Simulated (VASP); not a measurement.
# TaN (Cm) in VASP: a series of runs, part 2 of 2

VASP 6.6.1. The steps go on from the part before.

## 4. Single point, PBE (shortest bond scaled by 0.7)

Contents of INCAR:

```
ALGO = Normal ; EDIFF = 1E-6
ENCUT = 520 ; GGA = PE
ISIF = 2 ; ISMEAR = -1
LASPH = T ; LCHARG = T
LELF = T ; LREAL = F
LVHAR = T ; LWAVE = F
NBANDS = 15 ; NELM = 80
PREC = Accurate ; SIGMA = 0.03
```

Contents of KPOINTS:

```
k-points
0
Gamma
  9 9 8
```

Contents of POSCAR:

```
TaN
1.0
    2.9380000000      0.0000000000      0.0000000000
   -1.4690000000      2.5443826363      0.0000000000
    0.0000000000      0.0000000000      2.8830000000
Ta N
1 1
Direct
    0.2833333333      0.5666666667      0.4250000000
    0.0500000000      0.1000000000      0.0750000000
```

Potentials or basis: VASP PAW PBE potentials, release 64 (Ta_pv, N).

Run with:

```
cat potpaw_PBE.64/Ta_pv/POTCAR potpaw_PBE.64/N/POTCAR > POTCAR
mpirun -np 1 vasp_std > vasp.out
```

OUTCAR:

```text
EDIFF = 1E-6
   ENCUT = 520
   GGA = PE
   ISIF = 2
   ISMEAR = -1
   LASPH = T
   LREAL = F
   NELM = 80
   PREC = Accurate

 ion  position               nearest neighbor table
   1  0.283  0.567  0.425-   2 1.56   2 2.22   2 2.24   2 2.24
   2  0.050  0.100  0.075-   1 1.56   1 2.22   1 2.24   1 2.24

  LATTYP: Found a hexagonal cell.
 ALAT       =     2.9380000000
 C/A-ratio  =     0.9812797822

  Lattice vectors:

 A1 = (   2.9380000000,   0.0000000000,   0.0000000000)
 A2 = (  -1.4690000000,   2.5443826363,   0.0000000000)
 A3 = (   0.0000000000,   0.0000000000,   2.8830000000)

Analysis of symmetry for initial positions (statically):
=====================================================================
 Subroutine PRICEL returns:
 Original cell was already a primitive cell.

 Routine SETGRP: Setting up the symmetry group for a
 hexagonal supercell.

 Subroutine GETGRP returns: Found  2 space group operations
 (whereof  2 operations were pure point group operations)
 out of a pool of 24 trial point group operations.

The static configuration has the point symmetry C_1h.

Analysis of symmetry for dynamics (positions and initial velocities):
[... 165 lines left out ...]

 k-point     1 :       0.0000    0.0000    0.0000
  band No.  band energies     occupation
      1     -27.3259      2.00000
      2     -26.0004      2.00000
      3     -25.7685      2.00000
      4      -9.2204      2.00000
      5       0.2263      2.00000
      6       1.9793      2.00000
      7       2.8447      2.00000
      8       7.8541      2.00000
      9       9.4034      0.00000
     10      12.0039      0.00000
     11      12.3815      0.00000
     12      14.5500      0.00000
     13      16.1285      0.00000
     14      19.2327      0.00000
[... 401 lines left out ...]
      2     -26.6013      2.00000
      3     -26.1172      2.00000
      4      -7.0645      2.00000
      5      -0.0870      2.00000
      6       1.0734      2.00000
      7       2.9205      2.00000
      8       8.4026      1.96924
      9       9.6357      0.00000
     10      11.3748      0.00000
     11      12.7271      0.00000
     12      16.0460      0.00000
     13      18.6553      0.00000
     14      19.2343      0.00000
     15      22.3602      0.00000

 [... further k-points ...]
[... 5 lines left out ...]
  --------------------------------------------------------------------------------------
  -------------------------------------------------------------------------------------
  Total        2.4010890     24.4841607     19.9106541      0.0000000     17.4741385      0.0000000
  in kB      178.5007271   1820.1909302   1480.1892724      0.0000000   1299.0548779      0.0000000
  external PRESSURE =    1159.6269765 kB  Pullay stress =       0.0000000 kB

 VOLUME and BASIS-vectors are now :
 -----------------------------------------------------------------------------
  energy-cutoff  :      520.00
  volume of cell :       21.55
      direct lattice vectors                 reciprocal lattice vectors
     2.938000000  0.000000000  0.000000000     0.340367597  0.196511324  0.000000000
    -1.469000000  2.544382636  0.000000000     0.000000000  0.393022648  0.000000000
     0.000000000  0.000000000  2.883000000     0.000000000  0.000000000  0.346860909

 POSITION                                       TOTAL-FORCE (eV/Angst)
 -----------------------------------------------------------------------------------
     -0.00000      1.44182      1.22527         0.000000     17.121940     15.550645
     -0.00000      0.25444      0.21623         0.000000    -17.121940    -15.550645
 -----------------------------------------------------------------------------------
    total drift:                                0.000000     -0.001204     -0.001333

  FREE ENERGIE OF THE ION-ELECTRON SYSTEM (eV)
  ---------------------------------------------------
  free  energy   TOTEN  =       -17.2211461747 eV

  energy  without entropy=      -17.2193983864  energy(sigma->0) =      -17.22027228
```

OSZICAR:

```text
N       E                     dE             d eps       ncg     rms          rms(c)
DAV:   1     0.993632913301E+02    0.99363E+02   -0.85105E+03  5550   0.110E+03
DAV:   2    -0.174879593763E+02   -0.11685E+03   -0.10987E+03  6754   0.311E+02
DAV:   3    -0.203779978919E+02   -0.28900E+01   -0.28774E+01  6257   0.475E+01
DAV:   4    -0.203901882372E+02   -0.12190E-01   -0.12187E-01  7272   0.336E+00
DAV:   5    -0.203902724050E+02   -0.84168E-04   -0.84167E-04  6341   0.258E-01    0.332E+01
DAV:   6    -0.173066118325E+02    0.30837E+01   -0.60385E+00  7251   0.290E+01    0.136E+01
DAV:   7    -0.172504287434E+02    0.56183E-01   -0.83872E-01  6138   0.789E+00    0.918E+00
DAV:   8    -0.172272209458E+02    0.23208E-01   -0.74466E-02  7062   0.252E+00    0.763E-01
DAV:   9    -0.172212960517E+02    0.59249E-02   -0.14074E-02  6593   0.125E+00    0.288E-01
DAV:  10    -0.172211472722E+02    0.14878E-03   -0.15680E-03  6593   0.415E-01    0.298E-02
DAV:  11    -0.172211453116E+02    0.19606E-05   -0.63951E-05  6649   0.810E-02    0.140E-02
DAV:  12    -0.172211461747E+02   -0.86309E-06   -0.39246E-06  6684   0.192E-02
   1 F= -.17221146E+02 E0= -.17220272E+02  d E =-.174779E-02
```

Run time: 16 s. Hardware: 1 thread of Intel Xeon 6975P-C (Granite Rapids), shared host; peak memory 0.18 GiB.

What came out:

- Free energy: -17.2211 eV
- Pressure: 116.0 GPa
- Largest force: 23.130 eV/Å
- Band gap on the k mesh: zero (band 8 reaches 8.95 eV, above the bottom of band 9 at 7.81 eV)

Forces on the atoms (eV/Å):
```
Ta    0.000  17.122  15.551
N     0.000 -17.122 -15.551
```

Stress tensor (GPa, compression positive):
```
 17.85   0.00   0.00
  0.00 182.02 129.91
  0.00 129.91 148.02
```

Caveat: the cell differs from its parent crystal (shortest bond scaled by 0.7); spin-orbit coupling is left out, which moves the levels of the heavy elements; forces of over 1 eV/Å act on the atoms, so gaps and moduli don't describe the material at rest.

## 5. Single point, PBE (shortest bond scaled by 0.64)

Contents of INCAR:

```
  PREC = Accurate
  ENCUT = 520
  EDIFF = 1E-6
  ISMEAR = -1
  SIGMA = 0.03
  LREAL = False
  LASPH = True
  NELM = 100
  ALGO = Normal
  ISIF = 2
  LWAVE = False
  LCHARG = True
  GGA = PE
  LELF = True
  LVHAR = True
  NBANDS = 15
```

Contents of KPOINTS:

```
regular mesh
0
Gamma
  9 9 8
```

Contents of POSCAR:

```
TaN
1.0
    2.9380000000      0.0000000000      0.0000000000
   -1.4690000000      2.5443826363      0.0000000000
    0.0000000000      0.0000000000      2.8830000000
Ta N
1 1
Direct
    0.2733333333      0.5466666667      0.4100000000
    0.0600000000      0.1200000000      0.0900000000
```

Run with:

```
cat potpaw_PBE.64/Ta_pv/POTCAR potpaw_PBE.64/N/POTCAR > POTCAR
mpirun -np 1 vasp_std > vasp.out
```

It took 17 s on 1 thread of Intel Xeon 6975P-C (Granite Rapids), shared host; peak memory 0.19 GiB.

The run converged. Its results:

```yaml
Free_energy: -12.9273 eV
Pressure: 191.4 GPa
Largest_force: 43.468 eV/Å
Band_gap_on_the_k_mesh: zero (band 8 reaches 9.17 eV, above the bottom of band 9 at 7.40 eV)
```

Forces on the atoms (eV/Å):
```
Ta    0.000  32.580  28.776
N     0.000 -32.580 -28.776
```

Stress tensor (GPa, compression positive):
```
 22.05   0.00   0.00
  0.00 310.29 230.06
  0.00 230.06 241.88
```

Levels at points of the mesh, in eV from the Fermi level:
```
           k point  band 4  band 5  band 6  band 7  band 8  band 9  band 10  band 11  band 12  band 13
(0.00, 0.00, 0.00)  -17.37   -9.51   -7.44   -5.87   -0.97    1.70     3.52     3.91     7.00     8.56
(0.00, 0.00, 0.50)  -15.20   -9.58   -6.83   -6.72   -1.28    0.70     4.01     4.02     5.37     7.50
```

Caveat: the cell differs from its parent crystal (shortest bond scaled by 0.64); spin-orbit coupling is left out, which moves the levels of the heavy elements; forces of over 1 eV/Å act on the atoms, so gaps and moduli don't describe the material at rest.

## 6. Single point, PBE

Contents of INCAR:

```
PREC = Accurate
ENCUT = 520
EDIFF = 1E-7
ISMEAR = -4
SIGMA = 0.1
LREAL = F
LASPH = T
NELM = 100
ALGO = Normal
ISIF = 2
LWAVE = F
LCHARG = T
GGA = PE
LELF = T
LVHAR = T
NBANDS = 15
```

KPOINTS is that of step 5.

Contents of POSCAR:

```
TaN
1.0
    2.9380000000      0.0000000000      0.0000000000
   -1.4690000000      2.5443826363      0.0000000000
    0.0000000000      0.0000000000      2.8830000000
Ta N
1 1
Direct
    0.2833333333      0.5666666667      0.4250000000
    0.0500000000      0.1000000000      0.0750000000
```

Potentials or basis: VASP PAW PBE potentials, release 64 (Ta_pv, N).

Run with:

```
cat potpaw_PBE.64/Ta_pv/POTCAR potpaw_PBE.64/N/POTCAR > POTCAR
mpirun -np 1 vasp_std > vasp.out
```

Run time: 20 s. Hardware: 1 thread of Intel Xeon 6975P-C (Granite Rapids), shared host; peak memory 0.19 GiB.

The run converged. Its results:

* Free energy: -17.1832 eV
* Pressure: 116.3 GPa
* Largest force: 23.333 eV/Å
* Band gap on the k mesh: zero (band 8 reaches 8.95 eV, above the bottom of band 9 at 7.80 eV)

Forces in eV/Å, atoms in the order of the input:
```
Ta    0.000  17.307  15.650
N     0.000 -17.307 -15.650
```

Stress tensor (GPa, compression positive):
```
 17.83   0.00   0.00
  0.00 181.90 130.77
  0.00 130.77 149.09
```

Levels at points of the mesh, in eV from the Fermi level:
| k point | band 6 | band 7 | band 8 | band 9 | band 10 | band 11 |
| --- | --- | --- | --- | --- | --- | --- |
| (0.00, 0.00, 0.00) | -6.54 | -5.67 | -0.66 | 0.88 | 3.48 | 3.86 |
| (0.00, 0.00, 0.50) | -6.59 | -5.44 | -0.99 | 0.82 | 2.73 | 3.80 |

Caveat: spin-orbit coupling is left out, which moves the levels of the heavy elements; forces of over 1 eV/Å act on the atoms, so gaps and moduli don't describe the material at rest.
